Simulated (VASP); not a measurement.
Crystal: CsSnI3.

```
Cs Sn I
1.0
     6.20570    0.00000    0.00000
     0.00000    6.20570    0.00000
     0.00000    0.00000    6.20570
Cs Sn I
1 1 3
Direct
  0.00000 0.00000 0.00000
  0.50000 0.50000 0.50000
  0.00000 0.50000 0.50000
  0.50000 0.00000 0.50000
  0.50000 0.50000 0.00000
```

| Quantity | Value |
| --- | --- |
| Program | VASP 6.6.1 |
| Task | relaxation of cell and atoms |
| Functional | PBE |
| Potentials or basis | VASP PAW PBE potentials, release 64 (Cs_sv, Sn_d, I) |
| Cutoff | 600 eV |
| k mesh | 6 × 6 × 6 |
| Occupations | gaussian, width 0.02 eV |
| Spin | no spin polarisation |

At the start: pressure 0.7 GPa; volume 47.80 Å³/atom.

Problem. How do energy, volume and symmetry change on relaxing?

Solution. Over 3 steps the energy falls by 3.7 meV/atom and the volume is 49.70 Å³/atom (+4.0 %); space group Pm-3m (No. 221, to 0.1 Å) before and after.

Step by step:
```csv
step,energy change (eV),largest force (eV/Å),pressure (GPa),volume (Å³)
1,0.0000,0.0000,0.65,238.99
2,-0.0171,0.0000,0.17,245.78
3,-0.0184,0.0000,-0.01,248.48
```

Final structure:
```xyz
5
Lattice="6.2868 0.0000 0.0000 0.0000 6.2868 0.0000 0.0000 0.0000 6.2868" Properties=species:S:1:pos:R:3 pbc="T T T"
Cs    0.0000    0.0000    0.0000
Sn    3.1434    3.1434    3.1434
I     0.0000    3.1434    3.1434
I     3.1434    0.0000    3.1434
I     3.1434    3.1434    0.0000
```
